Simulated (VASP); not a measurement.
# Zn8O6F (a cell with a defect) in VASP: a series of runs

Zn8O6F (a cell with a defect) is run at these levels: PBE+D3(BJ); tasks: single point.

Everything below comes from runs of VASP 6.6.1. Logs are shortened: lines on timing, memory, paths and dates and some standing lists are left out, and cuts for length are marked.

## 1. The cell of the first run

The cell holds a defect, 15 atoms: a = 6.499 Å, b = 5.628 Å, c = 5.205 Å, α = 90.00°, β = 90.00°, γ = 90.00°.

## 2. Single point, PBE+D3(BJ)

INCAR reads:

```
ALGO     = Normal         # electronic algorithm
EDIFF    = 1E-6           # SCF threshold, eV
ENCUT    = 520            # plane-wave cutoff, eV
GGA      = PE             # functional
ISIF     = 2              # what is computed and relaxed
ISMEAR   = -1             # smearing method
IVDW     = 12             # dispersion correction
LASPH    = T              # aspherical terms in the spheres
LCHARG   = F              # write CHGCAR
LREAL    = Auto         
LWAVE    = F              # write WAVECAR
NBANDS   = 82             # bands
NELECT   = 138.0        
NELM     = 80             # most SCF steps
PREC     = Accurate       # precision mode
SIGMA    = 0.05           # smearing width, eV
```

KPOINTS reads:

```
k-points
0
Gamma
  2 3 3
```

POSCAR reads:

```
Zn8O6F
1.0
   -3.2494000000     -5.6281260000      0.0000000000
    4.8741000000     -2.8140630000      0.0000000000
    0.0000000000      0.0000000000      5.2054000000
Zn O F
8 6 1
Direct
    0.5136530542      0.3695304229      0.0214192953
    0.5113229372      0.6683820094      0.5050630115
    0.2341921400      0.8099897293     -0.0017009260
    0.2406471313      0.1889131919      0.3428003612
    0.0100090918      0.3261606333      0.0108358628
    0.0200200248      0.7120543420      0.5132814001
    0.7471915499      0.8446146411      0.0091823875
    0.7411909026      0.1487252454      0.5330671994
    0.5185330433      0.3345350467      0.3983113690
    0.4937590116      0.6855408244      0.8806683444
    0.2689606546      0.8292318071      0.3669064817
   -0.0140147402      0.6594307674      0.8769694932
    0.7629695082      0.8324193430      0.3857463403
    0.7375085973      0.1797510178      0.9049600415
    0.0943705063      0.1672492405      0.6736442925
```

Potentials or basis: VASP PAW PBE potentials, release 64 (Zn, O, F).

Started as:

```sh
$ cat potpaw_PBE.64/Zn/POTCAR potpaw_PBE.64/O/POTCAR potpaw_PBE.64/F/POTCAR > POTCAR
$ mpirun -np 1 vasp_std > vasp.out
```

OUTCAR:

```text
EDIFF = 1E-6
   ENCUT = 520
   GGA = PE
   ISIF = 2
   ISMEAR = -1
   IVDW = 12
   LASPH = T
   LREAL = Auto
   NELECT = 138.0
   NELM = 80
   PREC = Accurate
 IVDW          = 12

 ion  position               nearest neighbor table
   1  0.514  0.370  0.021-  14 1.90  10 1.93   9 1.97   4 2.64   2 3.03
   2  0.511  0.668  0.505-  11 1.95   9 1.96  10 1.96  13 1.98   1 3.03
   3  0.234  0.810  0.998-  10 1.93  12 1.93  11 1.94   4 2.79   6 2.94
   4  0.241  0.189  0.343-  15 1.97   9 2.00  11 2.04   5 2.41   1 2.64   3 2.79
   5  0.010  0.326  0.011-  12 2.01  14 2.03  15 2.04   4 2.41
   6  0.020  0.712  0.513-  11 1.91  13 1.92  12 1.93   3 2.94
   7  0.747  0.845  0.009-  14 1.96  13 1.96  10 1.99  12 1.99   8 3.01
   8  0.741  0.149  0.533-   9 1.92  13 1.94  14 1.94  15 2.41   7 3.01
   9  0.519  0.335  0.398-   8 1.92   2 1.96   1 1.97   4 2.00
  10  0.494  0.686  0.881-   3 1.93   1 1.93   2 1.96   7 1.99
  11  0.269  0.829  0.367-   6 1.91   3 1.94   2 1.95   4 2.04
  12  0.986  0.659  0.877-   3 1.93   6 1.93   7 1.99   5 2.01
  13  0.763  0.832  0.386-   6 1.92   8 1.94   7 1.96   2 1.98
  14  0.738  0.180  0.905-   1 1.90   8 1.94   7 1.96   5 2.03
  15  0.094  0.167  0.674-   4 1.97   5 2.04   8 2.41

  LATTYP: Found a simple orthorhombic cell.
 ALAT       =     5.2054000000
 B/A-ratio  =     1.0812091137
 C/A-ratio  =     1.2484727575

  Lattice vectors:

 A1 = (   0.0000000000,   0.0000000000,  -5.2054000000)
 A2 = (   4.8741000000,  -2.8140630000,   0.0000000000)
 A3 = (  -3.2494000000,  -5.6281260000,   0.0000000000)

Analysis of symmetry for initial positions (statically):
=====================================================================
 Subroutine PRICEL returns:
 Original cell was already a primitive cell.

 Routine SETGRP: Setting up the symmetry group for a
 simple orthorhombic supercell.

 Subroutine GETGRP returns: Found  1 space group operations
 (whereof  1 operations were pure point group operations)
 out of a pool of  8 trial point group operations.

The static configuration has the point symmetry C_1 .

Analysis of symmetry for dynamics (positions and initial velocities):
=====================================================================
 Subroutine PRICEL returns:
 Original cell was already a primitive cell.

 Routine SETGRP: Setting up the symmetry group for a
 simple orthorhombic supercell.

 Subroutine GETGRP returns: Found  1 space group operations
[... 129 lines left out ...]
   ISMEAR =    -1;   SIGMA  =   0.05  broadening in eV -4-tet -1-fermi 0-gaus
   EFERMI_NEDOS =   21; number of points for ismear=-14 and -15
   IALGO  =     38    algorithm
   IMIX   =      4    mixing-type and parameters
     AMIX     =   0.40;   BMIX     =  1.00
     AMIX_MAG =   1.60;   BMIX_MAG =  1.00
  volume/ion in A,a.u.               =      12.69        85.66
  Fermi-wavevector in a.u.,A,eV,Ry     =   1.470565  2.778964 29.423426  2.162561
  Thomas-Fermi vector in A             =   2.585806
   LORBIT       =      0    0 simple, 1 ext, 2 COOP (PROOUT), +10 PAW based schemes
   GGA     = PE    functional components
   LHFCALC =     F    Hartree Fock is set to
   AEXX    =    0.0000 exact exchange contribution
   IVDW    =    12    specifies the selected vdW correction
   LEPSILON=     F    determine dielectric tensor
   LRPA    =     F    only Hartree local field effects (RPA)
 non-spin polarized calculation
  energy-cutoff  :      520.00
  volume of cell :      190.39
 maximum number of plane-waves:      5148
   NGX = 25   NGY = 21   NGZ = 19

 number of electron     138.0000044 magnetization

 Free energy of the ion-electron system (eV)
  ---------------------------------------------------
  ext. energy  EPLUGINS =         0.00000000
  ---------------------------------------------------
  free energy    TOTEN  =       -61.25272933 eV

  energy without entropy =      -61.25272653  energy(sigma->0) =      -61.25272793

 E-fermi :   1.9777     XC(G=0): -10.5842

 val. band max:        1.3616741354   @ k =   0.5000  -0.3333   0.3333
 cond. band min:       2.5196875768   @ k =   0.5000   0.0000   0.0000
 fundamental gap:      1.1580134414
 Fermi energy:         1.9777434544

 k-point     1 :       0.0000    0.0000    0.0000
  band No.  band energies     occupation
      1     -21.6527      2.00000
      2     -17.1806      2.00000
      3     -16.6526      2.00000
      4     -16.6292      2.00000
      5     -16.5695      2.00000
      6     -16.4978      2.00000
[... 829 lines left out ...]
     80       9.3052      0.00000
     81       9.5886      0.00000
 [bands above 81 left out]

------------------------ aborting loop because EDIFF is reached ----------------------------------------

 Edisp (eV)   -3.32126

 E8    (eV) :    -1.2674

  FORCE on cell =-STRESS in cart. coord.  units (eV):
  Direction    XX          YY          ZZ          XY          YZ          ZX
  --------------------------------------------------------------------------------------
  -------------------------------------------------------------------------------------
  Total      -2.39049    -3.44339     2.29318     0.65934     0.96187     1.04199
  in kB     -20.11622   -28.97651    19.29733     5.54838     8.09424     8.76847
  external pressure =       -9.93 kB  Pullay stress =        0.00 kB

 VOLUME and BASIS-vectors are now :
 -----------------------------------------------------------------------------
  energy-cutoff  :      520.00
  volume of cell :      190.39
      direct lattice vectors                 reciprocal lattice vectors
    -3.249400000 -5.628126000  0.000000000    -0.076937281 -0.133259277  0.000000000
     4.874100000 -2.814063000  0.000000000     0.153874561 -0.088839518  0.000000000
     0.000000000  0.000000000  5.205400000     0.000000000  0.000000000  0.192108195

 POSITION                                       TOTAL-FORCE (eV/Angst)
 -----------------------------------------------------------------------------------
      0.13206     -3.93079      0.11150         0.019773      0.047328     -0.014424
      1.59627     -4.75866      2.62906         0.000182     -0.006564      0.001918
      3.18699     -3.59742      5.19655         0.053022     -0.018688     -0.031746
      0.13882     -1.88601      1.78441         0.030492      0.010655     -0.042959
      1.55722     -0.97417      0.05641        -0.022281     -0.015190      0.062154
      3.40557     -2.11644      2.67184        -0.028301      0.004049     -0.004512
      1.68881     -6.58209      0.04780        -0.005367      0.000347     -0.008655
     -1.68352     -4.59004      2.77483        -0.004950     -0.028490     -0.005020
     -0.05436     -3.85977      2.07337         0.001174      0.002421      0.021027
      1.73697     -4.70809      4.58423         0.013174     -0.019050     -0.014759
      3.16780     -3.84725      1.90989        -0.003594     -0.023394      0.028831
      0.01027     -7.40493      4.56498        -0.005905      0.044251      0.013807
      1.57810     -6.63657      2.00796        -0.006458      0.012813     -0.014985
     -1.52034     -4.65662      4.71068        -0.020669     -0.015187      0.003309
      0.50854     -1.00178      3.50659        -0.020289      0.004699      0.006014
 -----------------------------------------------------------------------------------
    total drift:                               -0.013119      0.003611     -0.003635

  FREE ENERGIE OF THE ION-ELECTRON SYSTEM (eV)
  ---------------------------------------------------
  free  energy   TOTEN  =       -64.5739941911 eV

  energy  without entropy=      -64.5739913855  energy(sigma->0) =      -64.57399279
```

OSZICAR:

```text
N       E                     dE             d eps       ncg     rms          rms(c)
DAV:   1     0.168885705155E+04    0.16889E+04   -0.64120E+04  1640   0.245E+03
DAV:   2     0.276924079019E+03   -0.14119E+04   -0.13472E+04  1640   0.623E+02
DAV:   3    -0.413296939584E+02   -0.31825E+03   -0.30752E+03  1722   0.244E+02
DAV:   4    -0.716714001024E+02   -0.30342E+02   -0.30005E+02  1856   0.794E+01
DAV:   5    -0.722040111265E+02   -0.53261E+00   -0.53139E+00  1824   0.110E+01    0.268E+01
DAV:   6    -0.604716866698E+02    0.11732E+02   -0.38622E+01  2788   0.744E+01    0.158E+01
DAV:   7    -0.614775511248E+02   -0.10059E+01   -0.13380E+01  1742   0.205E+01    0.103E+01
DAV:   8    -0.616106929549E+02   -0.13314E+00   -0.48319E+00  2614   0.280E+01    0.427E+00
DAV:   9    -0.612440572833E+02    0.36664E+00   -0.11456E+00  2656   0.161E+01    0.146E+00
DAV:  10    -0.612488402271E+02   -0.47829E-02   -0.49918E-01  2064   0.383E+00    0.273E-01
DAV:  11    -0.612522890941E+02   -0.34489E-02   -0.35918E-02  1848   0.148E+00    0.228E-01
DAV:  12    -0.612528774402E+02   -0.58835E-03   -0.34371E-03  2032   0.145E+00    0.226E-01
DAV:  13    -0.612528529549E+02    0.24485E-04   -0.27341E-03  2008   0.450E-01    0.893E-02
DAV:  14    -0.612527591146E+02    0.93840E-04   -0.97389E-04  2448   0.444E-01    0.573E-02
DAV:  15    -0.612527390523E+02    0.20062E-04   -0.41015E-04  2192   0.143E-01    0.295E-02
DAV:  16    -0.612527269977E+02    0.12055E-04   -0.99552E-05  2128   0.137E-01    0.171E-02
DAV:  17    -0.612527289122E+02   -0.19145E-05   -0.41127E-05  2056   0.107E-01    0.663E-03
DAV:  18    -0.612527293339E+02   -0.42166E-06   -0.97948E-06  1824   0.343E-02
   1 F= -.64573994E+02 E0= -.64573993E+02  d E =-.280561E-05
```

stdout:

```text
POSCAR found type information on POSCAR ZnO F
 POSCAR found :  3 types and      15 ions
 scaLAPACK will be used
 LDA part: xc-table for (Slater+PW92), standard interpolation
 POSCAR, INCAR and KPOINTS ok, starting setup
 FFT: planning ... GRIDC
 FFT: planning ... GRID_SOFT
 FFT: planning ... GRID
 WAVECAR not read
 entering main loop
 the old and the new charge density differ
 old charge density:   139.00000 new  138.00000
    0.268E+01
```

Wall time 5.3 min (1 thread of Oxide Virtual Turin-like, shared host); peak memory 0.29 GiB.

Results:

* Free energy: -64.5740 eV
* Largest force: 0.068 eV/Å
* Dispersion energy per atom: -0.221 eV

Forces on the atoms (eV/Å):
```
Zn   0.020  0.047 -0.014
Zn   0.000 -0.007  0.002
Zn   0.053 -0.019 -0.032
Zn   0.030  0.011 -0.043
Zn  -0.022 -0.015  0.062
Zn  -0.028  0.004 -0.005
Zn  -0.005  0.000 -0.009
Zn  -0.005 -0.028 -0.005
O    0.001  0.002  0.021
O    0.013 -0.019 -0.015
O   -0.004 -0.023  0.029
O   -0.006  0.044  0.014
O   -0.006  0.013 -0.015
O   -0.021 -0.015  0.003
F   -0.020  0.005  0.006
```

Caveat: the k points lie up to 0.48 Å⁻¹ apart; the cell carries a net charge on a neutralising background, which shifts energy and pressure; the cell is charged against a uniform background, so pressure and absolute levels hang on convention.

## 3. Single point, PBE+D3(BJ)

INCAR, as its differences from that of step 2:

```diff
@@ -1,3 +1,3 @@
 ALGO     = Normal         # electronic algorithm
-EDIFF    = 1E-6           # SCF threshold, eV
+EDIFF    = 1E-7           # SCF threshold, eV
 ENCUT    = 520            # plane-wave cutoff, eV
@@ -13,3 +13,3 @@
 NELECT   = 138.0        
-NELM     = 80             # most SCF steps
+NELM     = 100            # most SCF steps
 PREC     = Accurate       # precision mode
```

KPOINTS is that of step 2.

POSCAR reads:

```
Zn8O6F
1.0
   -3.2494000000     -5.6281260000      0.0000000000
    4.8741000000     -2.8140630000      0.0000000000
    0.0000000000      0.0000000000      5.2054000000
Zn O F
8 6 1
Direct
    0.5268990540      0.3678065255      0.0209703385
    0.5071566254      0.6732015631      0.5012667614
    0.2369860162      0.8148516364     -0.0074159527
    0.2213409298      0.1936173278      0.3973790679
   -0.0052020480      0.3373850485      0.0476576248
    0.0174093995      0.6707823194      0.4988909594
    0.7525999690      0.8407425657      0.0062544665
    0.7495580909      0.1563449787      0.5173043378
    0.5072370108      0.3323511916      0.3912390979
    0.4966275326      0.6801673138      0.8797373881
    0.2603926125      0.8398985977      0.3651817344
   -0.0094528785      0.6520838343      0.8736829062
    0.7641022113      0.8311453859      0.3858900373
    0.7464742086      0.1751848122      0.8920200177
    0.1680277724      0.1460342307      0.7785686018
```

Potentials or basis: VASP PAW PBE potentials, release 64 (Zn, O, F).

Started as:

```sh
$ cat potpaw_PBE.64/Zn/POTCAR potpaw_PBE.64/O/POTCAR potpaw_PBE.64/F/POTCAR > POTCAR
$ mpirun -np 1 vasp_std > vasp.out
```

Run time: 6.3 min. Hardware: 1 thread of Oxide Virtual Turin-like, shared host; peak memory 0.29 GiB.

Results (log left out):

```yaml
Free_energy: -65.1999 eV
Largest_force: 0.852 eV/Å
Dispersion_energy_per_atom: -0.222 eV
```

Forces in eV/Å, atoms in the order of the input:
```
Zn  -0.024 -0.023 -0.073
Zn   0.081  0.029 -0.081
Zn   0.087 -0.033 -0.113
Zn   0.188  0.156  0.279
Zn   0.136  0.074  0.235
Zn  -0.242  0.188 -0.158
Zn  -0.014 -0.005 -0.081
Zn   0.047 -0.106 -0.168
O    0.065  0.104 -0.068
O    0.007 -0.002 -0.079
O    0.127  0.025 -0.042
O   -0.025  0.036 -0.076
O    0.009  0.020 -0.060
O   -0.047 -0.040 -0.136
F   -0.396 -0.424  0.624
```

Levels at points of the mesh, in eV from the Fermi level:
```csv
k point,band 66,band 67,band 68,band 69,band 70,band 71,band 72,band 73
"(0.00, 0.00, 0.00)",-1.96,-1.59,-1.35,-1.28,1.74,2.47,3.36,4.22
"(0.50, 0.00, 0.00)",-1.97,-1.56,-1.46,-0.75,0.57,3.31,3.63,3.87
```

Caveat: the k points lie up to 0.48 Å⁻¹ apart; the cell carries a net charge on a neutralising background, which shifts energy and pressure; the cell is charged against a uniform background, so pressure and absolute levels hang on convention.
